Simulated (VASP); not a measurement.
# BAs in VASP: further runs

The runs below take BAs through relaxation of the atoms, single point, with PBE.

All numbers are computed with VASP 6.6.1; they aren't measurements. Logs are shortened: lines on timing, memory, paths and dates and some standing lists are left out, and cuts for length are marked.

## (1) The cell of the first run

It takes space group I-4m2 (No. 119, tetragonal). The conventional cell has a = 3.378 Å, b = 3.378 Å, c = 4.681 Å, α = 90.00°, β = 90.00°, γ = 90.00°. B (site symmetry -4m2) has 4 As at 2.05 Å within 2.7 Å. As (site symmetry -4m2) has 4 B at 2.05 Å within 2.7 Å.

## (2) Relaxation of the atoms, PBE (z stretched by -2 %)

File INCAR:

```
SYSTEM = BAs
PREC     = Accurate       ! precision mode
ENCUT    = 520            ! plane-wave cutoff, eV
EDIFF    = 1E-6           ! SCF threshold, eV
ISMEAR   = -1             ! smearing method
SIGMA    = 0.02           ! smearing width, eV
LREAL    = .FALSE.        ! projectors in reciprocal space
LASPH    = .TRUE.         ! aspherical terms in the spheres
NELM     = 100            ! most SCF steps
ALGO     = Normal         ! electronic algorithm
ISIF     = 2              ! what is computed and relaxed
LWAVE    = .FALSE.        ! write WAVECAR
LCHARG   = .FALSE.        ! write CHGCAR
GGA      = PE             ! functional
IBRION   = 2              ! ionic algorithm
NSW      = 80             ! ionic steps
EDIFFG   = -0.02          ! ionic threshold
```

File KPOINTS:

```
Automatic mesh
0
G
  16 16 16
  0 0 0
```

File POSCAR:

```
BAs
1.0
    0.0000000000      2.3885000000      2.3407300000
    2.3885000000      0.0000000000      2.3407300000
    2.3885000000      2.3885000000      0.0000000000
B As
1 1
Direct
    0.0000000000      0.0000000000      0.0000000000
    0.2500000000      0.2500000000      0.2500000000
```

Potentials or basis: VASP PAW PBE potentials, release 64 (B, As).

Launch:

```console
> cat potpaw_PBE.64/B/POTCAR potpaw_PBE.64/As/POTCAR > POTCAR
> mpirun -np 1 vasp_std > vasp.out
```

OUTCAR:

```text
SYSTEM = BAs
   PREC = Accurate
   ENCUT = 520
   EDIFF = 1E-6
   ISMEAR = -1
   LREAL = .FALSE.
   LASPH = .TRUE.
   NELM = 100
   ISIF = 2
   GGA = PE
   IBRION = 2
   NSW = 80
   EDIFFG = -0.02

 ion  position               nearest neighbor table
   1  0.000  0.000  0.000-   2 2.05   2 2.05   2 2.05   2 2.05
   2  0.250  0.250  0.250-   1 2.05   1 2.05   1 2.05   1 2.05

  LATTYP: Found a body centered tetragonal cell.
 ALAT       =     3.3778490937
 C/A-ratio  =     1.3859292911

  Lattice vectors:

 A1 = (   0.0000000000,  -2.3885000000,  -2.3407300000)
 A2 = (   0.0000000000,   2.3885000000,  -2.3407300000)
 A3 = (   2.3885000000,   0.0000000000,   2.3407300000)

Analysis of symmetry for initial positions (statically):
=====================================================================
 Subroutine PRICEL returns:
 Original cell was already a primitive cell.

 Routine SETGRP: Setting up the symmetry group for a
 body centered tetragonal supercell.

 Subroutine GETGRP returns: Found  8 space group operations
 (whereof  8 operations were pure point group operations)
 out of a pool of 16 trial point group operations.

The static configuration has the point symmetry D_2d.

Analysis of symmetry for dynamics (positions and initial velocities):
=====================================================================
 Subroutine PRICEL returns:
 Original cell was already a primitive cell.

 Routine SETGRP: Setting up the symmetry group for a
 body centered tetragonal supercell.

 Subroutine GETGRP returns: Found  8 space group operations
 (whereof  8 operations were pure point group operations)
 out of a pool of 16 trial point group operations.

The dynamic configuration has the point symmetry D_2d.

 Subroutine INISYM returns: Found  8 space group operations
 (whereof  8 operations are pure point group operations),
 and found     1 'primitive' translations

----------------------------------------------------------------------------------------

                                     Primitive cell

  volume of cell :      26.7074

  direct lattice vectors                    reciprocal lattice vectors
     0.000000000  2.388500000  2.340730000    -0.209336404  0.209336404  0.213608575
     2.388500000  0.000000000  2.340730000     0.209336404 -0.209336404  0.213608575
     2.388500000  2.388500000  0.000000000     0.209336404  0.209336404 -0.213608575

  length of vectors
     3.344241197  3.344241197  3.377849094     0.365064492  0.365064492  0.365064492

  position of ions in fractional coordinates (direct lattice)
     0.000000000  0.000000000  0.000000000
     0.250000000  0.250000000  0.250000000

  ion indices of the primitive-cell ions
   primitive index   ion index
                 1           1
                 2           2

----------------------------------------------------------------------------------------

 KPOINTS: Automatic mesh

Automatic generation of k-mesh.
 Grid dimensions read from file:
 generate k-points for:   16   16   16

 Generating k-lattice:

  Cartesian coordinates                     Fractional coordinates (reciprocal lattice)
    -0.013083525  0.013083525  0.013350536     0.062500000  0.000000000  0.000000000
     0.013083525 -0.013083525  0.013350536     0.000000000  0.062500000  0.000000000
     0.013083525  0.013083525 -0.013350536     0.000000000  0.000000000  0.062500000

  Length of vectors
     0.022816531  0.022816531  0.022816531

  Shift w.r.t. Gamma in fractional coordinates (k-lattice)
     0.000000000  0.000000000  0.000000000

 Subroutine IBZKPT returns following result:
 ===========================================

 Found    349 irreducible k-points:

 Following reciprocal coordinates:
            Coordinates               Weight
  0.000000  0.000000  0.000000      1.000000
  0.062500 -0.000000  0.000000      8.000000
  0.125000 -0.000000  0.000000      8.000000
  0.187500 -0.000000  0.000000      8.000000
  0.250000 -0.000000  0.000000      8.000000
  0.312500 -0.000000  0.000000      8.000000
[... 16 lines left out ...]
 -0.125000  0.062500  0.000000      8.000000
 -0.062500  0.062500  0.000000      4.000000
 [... further k-points ...]
   k-points           NKPTS =    349   k-points in BZ     NKDIM =    349   number of bands    NBANDS=      8
   number of dos      NEDOS =    301   number of ions     NIONS =      2
   total plane-waves  NPLWV =  21952
   dimension x,y,z NGX =    28 NGY =   28 NGZ =   28
   dimension x,y,z NGXF=    56 NGYF=   56 NGZF=   56
   ions per type =               1   1
   NGX,Y,Z   is equivalent  to a cutoff of  13.92, 13.92, 13.78 a.u.
   NGXF,Y,Z  is equivalent  to a cutoff of  27.84, 27.84, 27.56 a.u.
 SYSTEM =  BAs
   PREC   = accura    normal or accurate (medium, high low for compatibility)
   ISTART =      0    job   : 0-new  1-cont  2-samecut
   ICHARG =      2    charge: 1-file 2-atom 10-const
   ISPIN  =      1    spin polarized calculation?
   LNONCOLLINEAR =      F non collinear calculations
   LSORBIT =      F    spin-orbit coupling
   LASPH  =      T    aspherical Exc in radial PAW
   ENCUT  =  520.0 eV  38.22 Ry    6.18 a.u.   6.22  6.22  6.28*2*pi/ulx,y,z
   NELM   =    100;   NELMIN=  2; NELMDL= -5     # of ELM steps
   EDIFF  = 0.1E-05   stopping-criterion for ELM
   LREAL  =      F    real-space projection
   EDIFFG = -.2E-01   stopping-criterion for IOM
   NSW    =     80    number of steps for IOM
   IBRION =      2    ionic relax: 0-MD 1-quasi-New 2-CG
   NFREE  =      1    steps in history (QN), initial steepest desc. (CG)
   ISIF   =      2    stress and relaxation
   ISYM   =      2    0-nonsym 1-usesym 2-fastsym
   POTIM  = 0.5000    time-step for ionic-motion
   TEBEG  =    0.0;   TEEND  =   0.0 temperature during run
   PSTRESS=    0.0 pullay stress
   NELECT =       8.0000    total number of electrons
   NUPDOWN=      -1.0000    fix difference up-down
   EMIN   =  10.00;   EMAX   =-10.00  energy-range for DOS
   EFERMI =   0.00;   METHOD = LEGACY
   ISMEAR =    -1;   SIGMA  =   0.02  broadening in eV -4-tet -1-fermi 0-gaus
   EFERMI_NEDOS =   21; number of points for ismear=-14 and -15
   IALGO  =     38    algorithm
   IMIX   =      4    mixing-type and parameters
     AMIX     =   0.40;   BMIX     =  1.00
     AMIX_MAG =   1.60;   BMIX_MAG =  1.00
  volume/ion in A,a.u.               =      13.35        90.12
  Fermi-wavevector in a.u.,A,eV,Ry     =   1.095370  2.069949 16.324756  1.199836
  Thomas-Fermi vector in A             =   2.231692
   LORBIT       =      0    0 simple, 1 ext, 2 COOP (PROOUT), +10 PAW based schemes
   GGA     = PE    functional components
   LHFCALC =     F    Hartree Fock is set to
   AEXX    =    0.0000 exact exchange contribution
   IVDW    =     0    specifies the selected vdW correction
   LEPSILON=     F    determine dielectric tensor
   LRPA    =     F    only Hartree local field effects (RPA)
 conjugate gradient relaxation of ions
 non-spin polarized calculation
  energy-cutoff  :      520.00
  volume of cell :       26.71
 maximum number of plane-waves:       740
 NGX is ok and might be reduce to    28
   NGX = 13   NGY = 13   NGZ = 13

 number of electron       8.0000001 magnetization

 Free energy of the ion-electron system (eV)
  ---------------------------------------------------
  ext. energy  EPLUGINS =         0.00000000
  ---------------------------------------------------
  free energy    TOTEN  =       -11.38521216 eV

  energy without entropy =      -11.38521216  energy(sigma->0) =      -11.38521216

 E-fermi :   6.8027     XC(G=0): -10.6726

 val. band max:        6.4803601593   @ k =   0.0000   0.0000   0.0000
 cond. band min:       7.3436485691   @ k =   0.3750   0.3750   0.0000
 fundamental gap:      0.8632884098
 Fermi energy:         6.8026629235

 k-point     1 :       0.0000    0.0000    0.0000
  band No.  band energies     occupation
      1      -9.2358      2.00000
      2       6.2867      2.00000
      3       6.2867      2.00000
      4       6.4804      2.00000
      5       9.5686      0.00000
      6       9.6999      0.00000
      7       9.6999      0.00000
      8      11.2920      0.00000

 k-point     2 :       0.0625   -0.0000    0.0000
  band No.  band energies     occupation
      1      -9.1703      2.00000
      2       5.7007      2.00000
      3       6.1526      2.00000
      4       6.2968      2.00000
      5       9.7186      0.00000
      6       9.8676      0.00000
      7       9.8704      0.00000
      8      11.6318      0.00000

 k-point     3 :       0.1250   -0.0000    0.0000
  band No.  band energies     occupation
      1      -8.9749      2.00000
      2       4.3649      2.00000
      3       5.8300      2.00000
      4       5.9784      2.00000
      5       9.8023      0.00000
      6      10.2320      0.00000
      7      10.2772      0.00000
      8      12.5092      0.00000

 k-point     4 :       0.1875   -0.0000    0.0000
  band No.  band energies     occupation
      1      -8.6534      2.00000
      2       2.8498      2.00000
      3       5.4473      2.00000
      4       5.6137      2.00000
      5       9.6769      0.00000
      6      10.7042      0.00000
      7      10.7195      0.00000
      8      13.5091      0.00000

 k-point     5 :       0.2500   -0.0000    0.0000
  band No.  band energies     occupation
      1      -8.2143      2.00000
      2       1.3479      2.00000
      3       5.0850      2.00000
      4       5.2729      2.00000
      5       9.5072      0.00000
      6      11.0307      0.00000
      7      11.0774      0.00000
      8      14.3940      0.00000

 k-point     6 :       0.3125   -0.0000    0.0000
  band No.  band energies     occupation
      1      -7.6756      2.00000
      2      -0.0542      2.00000
      3       4.7824      2.00000
      4       4.9909      2.00000
      5       9.3523      0.00000
      6      11.1513      0.00000
      7      11.2665      0.00000
      8      15.0044      0.00000

 k-point     7 :       0.3750   -0.0000    0.0000
  band No.  band energies     occupation
      1      -7.0799      2.00000
      2      -1.2822      2.00000
      3       4.5582      2.00000
      4       4.7835      2.00000
      5       9.2345      0.00000
      6      11.1401      0.00000
      7      11.3056      0.00000
      8      15.2465      0.00000
[... 133 lines left out ...]
 k-point    20 :      -0.3125    0.0625    0.0000
  band No.  band energies     occupation
      1      -7.4343      2.00000
      2      -0.4324      2.00000
      3       4.2680      2.00000
      4       4.8381      2.00000
      5       9.5889      0.00000
      6      11.0918      0.00000
      7      11.4963      0.00000
      8      15.0014      0.00000

 k-point    21 :      -0.2500    0.0625    0.0000
  band No.  band energies     occupation
      1      -7.9965      2.00000
      2       0.9097      2.00000
      3       4.4642      2.00000
      4       5.1864      2.00000
      5       9.7354      0.00000
      6      10.9174      0.00000
      7      11.4851      0.00000
      8      14.4053      0.00000

 k-point    22 :      -0.1875    0.0625    0.0000
  band No.  band energies     occupation
      1      -8.4689      2.00000
      2       2.3631      2.00000
      3       4.7554      2.00000
      4       5.5690      2.00000
      5       9.8918      0.00000
      6      10.5947      0.00000
      7      11.2416      0.00000
      8      13.6953      0.00000

 k-point    23 :      -0.1250    0.0625    0.0000
  band No.  band energies     occupation
      1      -8.8283      2.00000
      2       3.8320      2.00000
      3       5.1427      2.00000
      4       5.9290      2.00000
      5       9.9966      0.00000
      6      10.1888      0.00000
      7      10.7874      0.00000
      8      12.8977      0.00000

 k-point    24 :      -0.0625    0.0625    0.0000
  band No.  band energies     occupation
      1      -9.0637      2.00000
      2       5.0743      2.00000
      3       5.6841      2.00000
      4       6.1631      2.00000
      5       9.8834      0.00000
      6       9.9249      0.00000
      7      10.2928      0.00000
      8      12.0968      0.00000

 [... further k-points ...]
[... 5 lines left out ...]
  --------------------------------------------------------------------------------------
  -------------------------------------------------------------------------------------
  Total        0.8542864      0.8542864      1.5384896      0.0000000      0.0000000     -0.0000000
  in kB       51.2486320     51.2486320     92.2939752      0.0000000      0.0000000     -0.0000000
  external PRESSURE =      64.9304131 kB  Pullay stress =       0.0000000 kB

 VOLUME and BASIS-vectors are now :
 -----------------------------------------------------------------------------
  energy-cutoff  :      520.00
  volume of cell :       26.71
      direct lattice vectors                 reciprocal lattice vectors
     0.000000000  2.388500000  2.340730000    -0.209336404  0.209336404  0.213608575
     2.388500000  0.000000000  2.340730000     0.209336404 -0.209336404  0.213608575
     2.388500000  2.388500000  0.000000000     0.209336404  0.209336404 -0.213608575

 POSITION                                       TOTAL-FORCE (eV/Angst)
 -----------------------------------------------------------------------------------
      0.00000      0.00000      0.00000         0.000000      0.000000      0.000000
      1.19425      1.19425      1.17037        -0.000000     -0.000000     -0.000000
 -----------------------------------------------------------------------------------
    total drift:                               -0.000000     -0.000000     -0.000000

  FREE ENERGIE OF THE ION-ELECTRON SYSTEM (eV)
  ---------------------------------------------------
  free  energy   TOTEN  =       -11.3852121611 eV

  energy  without entropy=      -11.3852121611  energy(sigma->0) =      -11.38521216

 reached required accuracy - stopping structural energy minimisation
```

Wall time 72 s (1 thread of Intel Xeon Platinum 8259CL at 2.50GHz (Skylake/Cascade Lake), shared host); peak memory 0.23 GiB.

What came out:

```
Free energy             : -11.3852 eV
Pressure after relaxing : 6.5 GPa
Band gap on the k mesh  : 0.86 eV (least direct gap 3.09 eV)
```

Stress tensor (GPa, compression positive):
```
5.12 0.00 0.00
0.00 5.12 0.00
0.00 0.00 9.23
```

Final structure:
```cif
data_structure
_symmetry_space_group_name_H-M 'P 1'
_symmetry_Int_Tables_number 1
_cell_length_a 3.3442
_cell_length_b 3.3442
_cell_length_c 3.3778
_cell_angle_alpha 59.667
_cell_angle_beta 59.667
_cell_angle_gamma 60.666
_cell_volume 26.71
loop_
_atom_site_label
_atom_site_type_symbol
_atom_site_fract_x
_atom_site_fract_y
_atom_site_fract_z
_atom_site_occupancy
B1 B 0.00000 0.00000 0.00000 1
As1 As 0.25000 0.25000 0.25000 1
```

Levels at points of the mesh, in eV from the valence-band top:
| k point | band 1 | band 2 | band 3 | band 4 | band 5 | band 6 | band 7 | band 8 |
| --- | --- | --- | --- | --- | --- | --- | --- | --- |
| (0.00, 0.00, 0.00) | -15.72 | -0.19 | -0.19 | 0.00 | 3.09 | 3.22 | 3.22 | 4.81 |
| (0.50, 0.00, 0.00) | -12.77 | -9.07 | -2.11 | -1.87 | 2.66 | 4.59 | 4.79 | 8.78 |
| (0.50, 0.50, 0.00) | -11.31 | -8.66 | -4.42 | -4.42 | 1.12 | 1.12 | 11.44 | 11.44 |
| (0.50, 0.00, 0.50) | -11.48 | -8.83 | -4.24 | -4.21 | 1.35 | 1.38 | 11.26 | 11.56 |

Caveat: the cell differs from its parent crystal (z stretched by -2 %); the relaxation stopped at its first step, so nothing moved. A k mesh can miss the band edges.

## (3) Relaxation of the atoms, PBE (z stretched by +3 %)

File INCAR:

```
PREC = Accurate
ENCUT = 520
EDIFF = 1E-6
ISMEAR = -1
SIGMA = 0.02
LREAL = F
LASPH = T
NELM = 80
ALGO = Normal
ISIF = 2
LWAVE = F
LCHARG = F
GGA = PE
IBRION = 2
NSW = 80
EDIFFG = -0.02
```

File KPOINTS:

```
Automatic mesh
0
Gamma
  16 16 16
```

File POSCAR:

```
BAs
1.0
    0.0000000000      2.3885000000      2.4601550000
    2.3885000000      0.0000000000      2.4601550000
    2.3885000000      2.3885000000      0.0000000000
B As
1 1
Direct
    0.0000000000      0.0000000000      0.0000000000
    0.2500000000      0.2500000000      0.2500000000
```

Potentials or basis: VASP PAW PBE potentials, release 64 (B, As).

Launch:

```console
> cat potpaw_PBE.64/B/POTCAR potpaw_PBE.64/As/POTCAR > POTCAR
> mpirun -np 1 vasp_std > vasp.out
```

It took 1.9 min on 1 thread of Intel Xeon Platinum 8259CL at 2.50GHz (Skylake/Cascade Lake), shared host; peak memory 0.23 GiB.

Results (log left out):

- Free energy: -11.4033 eV
- Pressure after relaxing: -0.6 GPa
- Band gap on the k mesh: 1.00 eV (least direct gap 3.09 eV)

Stress tensor (GPa, compression positive):
```
 1.43  0.00  0.00
 0.00  1.43  0.00
 0.00  0.00 -4.77
```

Final structure:
```xyz
2
Lattice="0.0000 2.3885 2.4602 2.3885 0.0000 2.4602 2.3885 2.3885 0.0000" Properties=species:S:1:pos:R:3 pbc="T T T"
B     0.0000    0.0000    0.0000
As    1.1943    1.1943    1.2301
```

Levels at points of the mesh, in eV from the valence-band top:
```
           k point  band 2  band 3  band 4  band 5  band 6  band 7
(0.00, 0.00, 0.00)   -0.29    0.00    0.00    3.09    3.09    3.27
(0.50, 0.00, 0.00)   -8.67   -2.04   -1.69    2.38    4.58    4.77
(0.50, 0.50, 0.00)   -8.62   -3.87   -3.87    1.59    1.62   10.96
(0.50, 0.00, 0.50)   -8.39   -4.17   -4.12    1.25    1.26   10.77
```

Caveat: the cell differs from its parent crystal (z stretched by +3 %); the relaxation stopped at its first step, so nothing moved. A k mesh can miss the band edges.

## (4) Single point, PBE (z stretched by +3 %, then relaxed in part)

File INCAR:

```
PREC = Accurate
ENCUT = 520
EDIFF = 1E-6
ISMEAR = -1
SIGMA = 0.02
LREAL = False
LASPH = True
NELM = 80
ALGO = Normal
ISIF = 2
LWAVE = False
LCHARG = True
GGA = PE
LELF = True
LVHAR = True
NBANDS = 11
```

KPOINTS is that of step 3.

POSCAR is that of step 3.

Launch:

```console
> cat potpaw_PBE.64/B/POTCAR potpaw_PBE.64/As/POTCAR > POTCAR
> mpirun -np 1 vasp_std > vasp.out
```

Run time: 40 s. Hardware: 1 thread of Intel Xeon 6975P-C (Granite Rapids), shared host; peak memory 0.25 GiB.

The run converged. Its results:

```yaml
Free_energy: -11.4033 eV
Pressure: -0.6 GPa
Band_gap_on_the_k_mesh: 1.00 eV (least direct gap 3.09 eV)
```

Stress tensor (GPa, compression positive):
```
 1.42  0.00  0.00
 0.00  1.42  0.00
 0.00  0.00 -4.77
```

Levels at points of the mesh, in eV from the valence-band top:
| k point | band 1 | band 2 | band 3 | band 4 | band 5 | band 6 | band 7 | band 8 |
| --- | --- | --- | --- | --- | --- | --- | --- | --- |
| (0.00, 0.00, 0.00) | -15.23 | -0.29 | 0.00 | 0.00 | 3.09 | 3.09 | 3.27 | 4.21 |
| (0.50, 0.00, 0.00) | -12.46 | -8.67 | -2.04 | -1.69 | 2.38 | 4.58 | 4.77 | 8.72 |
| (0.50, 0.50, 0.00) | -11.35 | -8.61 | -3.87 | -3.87 | 1.59 | 1.62 | 10.96 | 10.96 |
| (0.50, 0.00, 0.50) | -11.12 | -8.39 | -4.17 | -4.12 | 1.25 | 1.26 | 10.77 | 11.17 |

Caveat: the cell differs from its parent crystal (z stretched by +3 %, then relaxed in part).

[end of part 1 of 2]
